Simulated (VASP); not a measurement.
# Na (Im-3m) in VASP: notebook

Na is run at these levels: PBE, r2SCAN; tasks: relaxation of cell and atoms.

Everything below comes from runs of VASP 6.6.1. Logs are shortened: lines on timing, memory, paths and dates and some standing lists are left out, and cuts for length are marked.

## 1. The cell of the first run

Symmetry: Im-3m, No. 229, cubic system. Conventional cell: a = 4.282 Å, b = 4.282 Å, c = 4.282 Å, α = 90.00°, β = 90.00°, γ = 90.00°. Within 4.9 Å of Na (site symmetry m-3m) lie 14 Na at 3.71 to 4.28 Å.

## 2. Relaxation of cell and atoms, PBE

Contents of INCAR:

```
  PREC = Accurate
  ENCUT = 600
  EDIFF = 1E-6
  ISMEAR = -1
  SIGMA = 0.02
  LREAL = F
  LASPH = T
  NELM = 80
  ALGO = Normal
  ISIF = 3
  LWAVE = F
  LCHARG = F
  GGA = PE
  IBRION = 2
  NSW = 80
  EDIFFG = -0.005
```

Contents of KPOINTS:

```
Automatic mesh
0
Gamma
  8 8 8
```

Contents of POSCAR:

```
Na
1.0
   -2.1410000000      2.1410000000      2.1410000000
    2.1410000000     -2.1410000000      2.1410000000
    2.1410000000      2.1410000000     -2.1410000000
Na
1
Direct
    0.0000000000      0.0000000000      0.0000000000
```

Potentials or basis: VASP PAW PBE potentials, release 64 (Na_pv).

The run is started by

```
$ cat potpaw_PBE.64/Na_pv/POTCAR > POTCAR
$ mpirun -np 1 vasp_std > vasp.out
```

OUTCAR:

```text
PREC = Accurate
   ENCUT = 600
   EDIFF = 1E-6
   ISMEAR = -1
   LREAL = F
   LASPH = T
   NELM = 80
   ISIF = 3
   GGA = PE
   IBRION = 2
   NSW = 80
   EDIFFG = -0.005

 ion  position               nearest neighbor table
   1  0.000  0.000  0.000-

  LATTYP: Found a body centered cubic cell.
 ALAT       =     4.2820000000

  Lattice vectors:

 A1 = (  -2.1410000000,   2.1410000000,   2.1410000000)
 A2 = (   2.1410000000,  -2.1410000000,   2.1410000000)
 A3 = (   2.1410000000,   2.1410000000,  -2.1410000000)

Analysis of symmetry for initial positions (statically):
=====================================================================
 Subroutine PRICEL returns:
 Original cell was already a primitive cell.

 Routine SETGRP: Setting up the symmetry group for a
 body centered cubic supercell.

 Subroutine GETGRP returns: Found 48 space group operations
 (whereof 48 operations were pure point group operations)
 out of a pool of 48 trial point group operations.

The static configuration has the point symmetry O_h .

Analysis of symmetry for dynamics (positions and initial velocities):
=====================================================================
 Subroutine PRICEL returns:
 Original cell was already a primitive cell.

 Routine SETGRP: Setting up the symmetry group for a
 body centered cubic supercell.

 Subroutine GETGRP returns: Found 48 space group operations
 (whereof 48 operations were pure point group operations)
 out of a pool of 48 trial point group operations.

The dynamic configuration has the point symmetry O_h .

 Subroutine INISYM returns: Found 48 space group operations
 (whereof 48 operations are pure point group operations),
 and found     1 'primitive' translations

----------------------------------------------------------------------------------------

                                     Primitive cell

  volume of cell :      39.2564

  direct lattice vectors                    reciprocal lattice vectors
    -2.141000000  2.141000000  2.141000000     0.000000000  0.233535731  0.233535731
     2.141000000 -2.141000000  2.141000000     0.233535731  0.000000000  0.233535731
     2.141000000  2.141000000 -2.141000000     0.233535731  0.233535731  0.000000000

  length of vectors
     3.708320779  3.708320779  3.708320779     0.330269398  0.330269398  0.330269398

  position of ions in fractional coordinates (direct lattice)
     0.000000000  0.000000000  0.000000000

  ion indices of the primitive-cell ions
   primitive index   ion index
                 1           1

----------------------------------------------------------------------------------------

 KPOINTS: Automatic mesh

Automatic generation of k-mesh.
 Grid dimensions read from file:
 generate k-points for:    8    8    8

 Generating k-lattice:

  Cartesian coordinates                     Fractional coordinates (reciprocal lattice)
     0.000000000  0.029191966  0.029191966     0.125000000  0.000000000  0.000000000
     0.029191966  0.000000000  0.029191966     0.000000000  0.125000000  0.000000000
     0.029191966  0.029191966  0.000000000     0.000000000  0.000000000  0.125000000

  Length of vectors
     0.041283675  0.041283675  0.041283675

  Shift w.r.t. Gamma in fractional coordinates (k-lattice)
     0.000000000  0.000000000  0.000000000

 Subroutine IBZKPT returns following result:
 ===========================================

 Found     29 irreducible k-points:

 Following reciprocal coordinates:
            Coordinates               Weight
  0.000000  0.000000  0.000000      1.000000
  0.125000  0.000000  0.000000     12.000000
  0.250000  0.000000  0.000000     12.000000
  0.375000  0.000000  0.000000     12.000000
  0.500000  0.000000  0.000000      6.000000
  0.125000  0.125000  0.000000     24.000000
[... 16 lines left out ...]
 -0.250000  0.250000  0.250000      6.000000
 -0.375000  0.375000  0.250000     24.000000
 [... further k-points ...]
   k-points           NKPTS =     29   k-points in BZ     NKDIM =     29   number of bands    NBANDS=      7
   number of dos      NEDOS =    301   number of ions     NIONS =      1
   total plane-waves  NPLWV =  27000
   dimension x,y,z NGX =    30 NGY =   30 NGZ =   30
   dimension x,y,z NGXF=    60 NGYF=   60 NGZF=   60
   ions per type =               1
   NGX,Y,Z   is equivalent  to a cutoff of  13.45, 13.45, 13.45 a.u.
   NGXF,Y,Z  is equivalent  to a cutoff of  26.90, 26.90, 26.90 a.u.
 SYSTEM =  unknown system
   PREC   = accura    normal or accurate (medium, high low for compatibility)
   ISTART =      0    job   : 0-new  1-cont  2-samecut
   ICHARG =      2    charge: 1-file 2-atom 10-const
   ISPIN  =      1    spin polarized calculation?
   LNONCOLLINEAR =      F non collinear calculations
   LSORBIT =      F    spin-orbit coupling
   LASPH  =      T    aspherical Exc in radial PAW
   ENCUT  =  600.0 eV  44.10 Ry    6.64 a.u.   7.41  7.41  7.41*2*pi/ulx,y,z
   NELM   =     80;   NELMIN=  2; NELMDL= -5     # of ELM steps
   EDIFF  = 0.1E-05   stopping-criterion for ELM
   LREAL  =      F    real-space projection
   EDIFFG = -.5E-02   stopping-criterion for IOM
   NSW    =     80    number of steps for IOM
   IBRION =      2    ionic relax: 0-MD 1-quasi-New 2-CG
   NFREE  =      1    steps in history (QN), initial steepest desc. (CG)
   ISIF   =      3    stress and relaxation
   ISYM   =      2    0-nonsym 1-usesym 2-fastsym
   POTIM  = 0.5000    time-step for ionic-motion
   TEBEG  =    0.0;   TEEND  =   0.0 temperature during run
   PSTRESS=    0.0 pullay stress
   NELECT =       7.0000    total number of electrons
   NUPDOWN=      -1.0000    fix difference up-down
   EMIN   =  10.00;   EMAX   =-10.00  energy-range for DOS
   EFERMI =   0.00;   METHOD = LEGACY
   ISMEAR =    -1;   SIGMA  =   0.02  broadening in eV -4-tet -1-fermi 0-gaus
   EFERMI_NEDOS =   21; number of points for ismear=-14 and -15
   IALGO  =     38    algorithm
   IMIX   =      4    mixing-type and parameters
     AMIX     =   0.40;   BMIX     =  1.00
     AMIX_MAG =   1.60;   BMIX_MAG =  1.00
  volume/ion in A,a.u.               =      39.26       264.91
  Fermi-wavevector in a.u.,A,eV,Ry     =   0.921448  1.741284 11.552251  0.849066
  Thomas-Fermi vector in A             =   2.046866
   LORBIT       =      0    0 simple, 1 ext, 2 COOP (PROOUT), +10 PAW based schemes
   GGA     = PE    functional components
   LHFCALC =     F    Hartree Fock is set to
   AEXX    =    0.0000 exact exchange contribution
   IVDW    =     0    specifies the selected vdW correction
   LEPSILON=     F    determine dielectric tensor
   LRPA    =     F    only Hartree local field effects (RPA)
 conjugate gradient relaxation of ions
 non-spin polarized calculation
  energy-cutoff  :      600.00
  volume of cell :       39.26
 maximum number of plane-waves:      1337
 NGX is ok and might be reduce to    30
   NGX = 15   NGY = 15   NGZ = 15

--------------------------------------- Ionic step        1  -------------------------------------------

 number of electron       7.0000007 magnetization

 Free energy of the ion-electron system (eV)
  ---------------------------------------------------
  ext. energy  EPLUGINS =         0.00000000
  ---------------------------------------------------
  free energy    TOTEN  =        -1.29861041 eV

  energy without entropy =       -1.29681943  energy(sigma->0) =       -1.29771492

------------------------ aborting loop because EDIFF is reached ----------------------------------------

  FORCE on cell =-STRESS in cart. coord.  units (eV):
  Direction    XX          YY          ZZ          XY          YZ          ZX
  --------------------------------------------------------------------------------------
  -------------------------------------------------------------------------------------
  Total       -0.1008221     -0.1008221     -0.1008221     -0.0000000      0.0000000     -0.0000000
  in kB       -4.1148710     -4.1148710     -4.1148710     -0.0000000      0.0000000     -0.0000000
  external PRESSURE =      -4.1148710 kB  Pullay stress =       0.0000000 kB
[... 55 lines left out ...]
  energy  without entropy=       -1.2980732270  energy(sigma->0) =       -1.29896848

--------------------------------------- Ionic step        3  -------------------------------------------

 number of electron       6.9999993 magnetization

 Free energy of the ion-electron system (eV)
  ---------------------------------------------------
  ext. energy  EPLUGINS =         0.00000000
  ---------------------------------------------------
  free energy    TOTEN  =        -1.30146365 eV

  energy without entropy =       -1.29967454  energy(sigma->0) =       -1.30056909

 E-fermi :   0.4659     XC(G=0):  -6.5012

 val. band max:        0.2547942467   @ k =   0.2500   0.2500   0.0000
 cond. band min:       0.5084689775   @ k =   0.3750   0.1250   0.0000
 fundamental gap:      0.2536747308
 Fermi energy:         0.4659108664

 k-point     1 :       0.0000    0.0000    0.0000
  band No.  band energies     occupation
      1     -24.5743      2.00000
      2     -24.5743      2.00000
      3     -24.5743      2.00000
      4      -2.9494      2.00000
      5      12.0580      0.00000
      6      12.0580      0.00000
      7      12.0580      0.00000
[... 221 lines left out ...]
 k-point    24 :      -0.3750    0.3750    0.2500
  band No.  band energies     occupation
      1     -24.6009      2.00000
      2     -24.5914      2.00000
      3     -24.5877      2.00000
      4       0.5151      0.15773
      5       4.5627      0.00000
      6       6.3777      0.00000
      7       7.0140      0.00000

 [... further k-points ...]
[... 5 lines left out ...]
  --------------------------------------------------------------------------------------
  -------------------------------------------------------------------------------------
  Total       -0.0027659     -0.0027659     -0.0027659     -0.0000000     -0.0000000      0.0000000
  in kB       -0.1194945     -0.1194945     -0.1194945     -0.0000000     -0.0000000      0.0000000
  external PRESSURE =      -0.1194945 kB  Pullay stress =       0.0000000 kB
[... 16 lines left out ...]
  FREE ENERGIE OF THE ION-ELECTRON SYSTEM (eV)
  ---------------------------------------------------
  free  energy   TOTEN  =        -1.3014636481 eV

  energy  without entropy=       -1.2996745381  energy(sigma->0) =       -1.30056909

 reached required accuracy - stopping structural energy minimisation
```

Run time: 14 s. Hardware: 1 thread of Intel Xeon Platinum 8259CL at 2.50GHz (Skylake/Cascade Lake), shared host; peak memory 0.16 GiB.

What came out:

```
Free energy                            : -1.3015 eV
Relaxed volume                         : 37.09 Å³/atom
Relaxed cell                           : a = 3.639 Å, b = 3.639 Å, c = 3.639 Å, α = 109.47°, β = 109.47°, γ = 109.47°
Space group after relaxing (to 0.05 Å) : Im-3m (No. 229)
Energy gained by relaxing              : 2.9 meV/atom
Ionic steps                            : 3
Pressure after relaxing                : 0.0 GPa
```

The path:
| step | energy change (eV) | largest force (eV/Å) | pressure (GPa) | volume (Å³) |
| --- | --- | --- | --- | --- |
| 1 | 0.0000 | 0.0000 | -0.41 | 39.26 |
| 2 | -0.0013 | 0.0000 | -0.31 | 38.69 |
| 3 | -0.0029 | 0.0000 | -0.01 | 37.09 |

Final structure:
```yaml
crystal:
  lattice:
    - [-2.10078, 2.10078, 2.10078]
    - [2.10078, -2.10078, 2.10078]
    - [2.10078, 2.10078, -2.10078]
  atoms:
    - { symbol: Na, position: [0.00000, 0.00000, 0.00000] }
```

## 3. Relaxation of cell and atoms, r2SCAN

This run uses another cell than the first one, of 36.90 Å³/atom, 0.940 times its volume.

Contents of POSCAR:

```
Na
1.0
   -2.0973665207      2.0973665207      2.0973665207
    2.0973665207     -2.0973665207      2.0973665207
    2.0973665207      2.0973665207     -2.0973665207
Na
1
Direct
    0.0000000000      0.0000000000      0.0000000000
```

Contents of INCAR.step1:

```
  PREC = Accurate
  ENCUT = 600
  ISMEAR = -1
  SIGMA = 0.02
  LREAL = F
  LASPH = T
  NELM = 80
  GGA = PE
  ALGO = Normal
  EDIFF = 1E-4
  LWAVE = T
  LCHARG = F
```

Contents of INCAR.step2:

```
  PREC = Accurate
  ENCUT = 600
  EDIFF = 1E-6
  ISMEAR = -1
  SIGMA = 0.02
  LREAL = F
  LASPH = T
  NELM = 80
  ALGO = Normal
  ISIF = 3
  LWAVE = F
  LCHARG = F
  METAGGA = R2SCAN
  LMIXTAU = T
  IBRION = 2
  NSW = 80
  EDIFFG = -0.005
  ISTART = 1
```

KPOINTS is that of step 2.

Potentials or basis: VASP PAW PBE potentials, release 64 (Na_pv).

The run is started by

```
$ cat potpaw_PBE.64/Na_pv/POTCAR > POTCAR
$ cp INCAR.step1 INCAR
$ mpirun -np 1 vasp_std > vasp.out
$ cp INCAR.step2 INCAR
$ mpirun -np 1 vasp_std > vasp.out
```

Run time: 2.2 min. Hardware: 1 thread of Intel Xeon Platinum 8259CL at 2.50GHz (Skylake/Cascade Lake), shared host; peak memory 0.17 GiB.

It converged, with:

* Free energy: -3.5432 eV
* Relaxed volume: 38.29 Å³/atom
* Relaxed cell: a = 3.678 Å, b = 3.678 Å, c = 3.678 Å, α = 109.47°, β = 109.47°, γ = 109.47°
* Space group after relaxing (to 0.05 Å): Im-3m (No. 229)
* Energy gained by relaxing: 0.2 meV/atom
* Ionic steps: 5
* Pressure after relaxing: 0.0 GPa

Step by step:
```tsv
step	energy change (eV)	largest force (eV/Å)	pressure (GPa)	volume (Å³)
1	0.0000	0.0000	0.13	36.90
2	-0.0001	0.0000	0.12	37.07
3	-0.0002	0.0000	0.08	37.57
4	-0.0001	0.0000	-0.03	38.57
5	-0.0002	0.0000	-0.01	38.29
```

Final structure:
```
Na
1.0
    -2.12325    2.12325    2.12325
     2.12325   -2.12325    2.12325
     2.12325    2.12325   -2.12325
Na
1
Direct
  0.00000 0.00000 0.00000
```

Levels at points of the mesh, in eV from the Fermi level:
| k point | band 1 | band 2 | band 3 | band 4 | band 5 | band 6 | band 7 |
| --- | --- | --- | --- | --- | --- | --- | --- |
| (0.00, 0.00, 0.00) | -26.18 | -26.18 | -26.18 | -3.56 | 12.07 | 12.07 | 12.07 |
| (0.50, 0.00, 0.00) | -26.21 | -26.19 | -26.18 | 0.57 | 1.25 | 8.39 | 9.66 |
| (0.50, 0.50, 0.50) | -26.21 | -26.21 | -26.20 | 4.51 | 4.51 | 5.04 | 5.04 |

Caveat: the PAW data sets were made with another functional, which shifts forces and pressure a little. Zero-point motion and thermal expansion aren't in these numbers.
